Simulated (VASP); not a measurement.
Write the native input for VASP 6.6.1 that does the following.

```yaml
Task: single point
Functional: PBE
Potentials_or_basis: VASP PAW PBE potentials, release 64 (S, Se, Ba_sv)
Cutoff: 520 eV
k_mesh: 6 × 6 × 6
Occupations: gaussian, width 0.01 eV
Spin: no spin polarisation
Dipole_correction: no
Further_INCAR_settings: ALGO = Normal; EDIFF = 1e-07; NBANDS = 24
```

The structure of Ba2SeS lies in POSCAR:

```
Ba2SeS
1.0
    2.2892329034      1.3216892330      7.4780941598
   -2.2892329034      1.3216892330      7.4780941598
    0.0000000000     -2.6433784660      7.4780941598
S Se Ba
1 1 2
Direct
    1.0000000000      0.0000000000      0.0000000000
    0.5000000000      0.5000000000      0.5000000000
    0.2527560763      0.2527560763      0.2527560763
    0.7472439237      0.7472439237      0.7472439237
```

These files were run (other wordings do the same):

INCAR

```
PREC = Accurate
ENCUT = 520
EDIFF = 1E-7
ISMEAR = 0
SIGMA = 0.01
LREAL = False
LASPH = True
NELM = 60
ALGO = Normal
ISIF = 2
LWAVE = False
LCHARG = False
GGA = PE
NBANDS = 24
```

KPOINTS

```
Automatic mesh
0
Gamma
  6 6 6
```

Potentials or basis: VASP PAW PBE potentials, release 64 (S, Se, Ba_sv).

The run is started by

```sh
$ cat potpaw_PBE.64/S/POTCAR potpaw_PBE.64/Se/POTCAR potpaw_PBE.64/Ba_sv/POTCAR > POTCAR
$ mpirun -np 1 vasp_std > vasp.out
```

Results of the run:

```yaml
Pressure: 1.8 GPa
Largest_force: 0.010 eV/Å
Band_gap_on_the_k_mesh: 1.94 eV (least direct gap 2.13 eV)
```

Caveat: spin-orbit coupling is left out, which moves the levels of the heavy elements.

Run time: 8.6 min on 1 thread of Oxide Virtual Turin-like Processor, on a shared host, peak memory 0.48 GiB.
